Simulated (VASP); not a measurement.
# Ga8N7O (a cell with a defect): single point with PBE

The system is Ga8N7O (a cell with a defect).

```
CELL_PARAMETERS angstrom
0.00000 0.00000 5.24317
3.21837 5.57438 0.00000
-6.43674 0.00000 0.00000
ATOMIC_POSITIONS crystal
Ga 0.48127 0.16923 0.33428
Ga 0.49814 0.16654 0.83293
Ga 0.49813 0.67054 0.33693
Ga 0.49815 0.67053 0.83294
Ga 0.00281 0.34227 0.68038
Ga 0.00278 0.34227 0.16120
Ga 0.00214 0.83587 0.66759
Ga 0.00282 0.82310 0.16121
O 0.87474 0.16922 0.33427
N 0.87441 0.16795 0.83363
N 0.87441 0.66983 0.33551
N 0.87442 0.66983 0.83364
N 0.37586 0.33558 0.66701
N 0.37585 0.33558 0.16789
N 0.37587 0.83587 0.66760
N 0.37586 0.83647 0.16790
```

```json
{
 "Program": "VASP 6.6.1",
 "Task": "single point",
 "Functional": "PBE",
 "Potentials or basis": "VASP PAW PBE potentials, release 64 (Ga_d, O, N)",
 "Cutoff": "520 eV",
 "k mesh": "3 × 3 × 3",
 "Occupations": "gaussian, width 0.01 eV",
 "Spin": "no spin polarisation",
 "Dipole correction": "no",
 "Charge": "1",
 "Further INCAR settings": "LREAL = Auto; ALGO = Normal; EDIFF = 1e-06; NBANDS = 86; NELECT = 144.0"
}
```

```
Largest force : 0.047 eV/Å
```

Forces in eV/Å, atoms in the order of the input:
```
Ga   0.002  0.000 -0.047
Ga   0.000 -0.005 -0.001
Ga  -0.003  0.002 -0.001
Ga   0.002  0.003 -0.001
Ga  -0.035  0.018  0.014
Ga   0.033  0.019  0.016
Ga   0.001  0.003  0.002
Ga   0.000 -0.038  0.013
O    0.000 -0.002  0.000
N    0.001 -0.001 -0.001
N   -0.001  0.002 -0.002
N    0.001  0.002 -0.002
N    0.004 -0.003  0.003
N   -0.005 -0.004  0.003
N    0.000  0.000 -0.002
N    0.000  0.006  0.004
```

Levels at points of the mesh, in eV from the Fermi level:
```csv
k point,band 68,band 69,band 70,band 71,band 72,band 73,band 74,band 75,band 76,band 77
"(0.00, 0.00, 0.00)",-0.97,-0.88,-0.22,-0.07,-0.07,1.32,3.82,4.62,5.23,5.23
```

Run time: 11 min on 1 thread of Intel Xeon 8259CL, on a shared host, peak memory 0.38 GiB.

Caveat: the cell carries a net charge on a neutralising background, which shifts energy and pressure; the cell is charged against a uniform background, so pressure and absolute levels hang on convention.
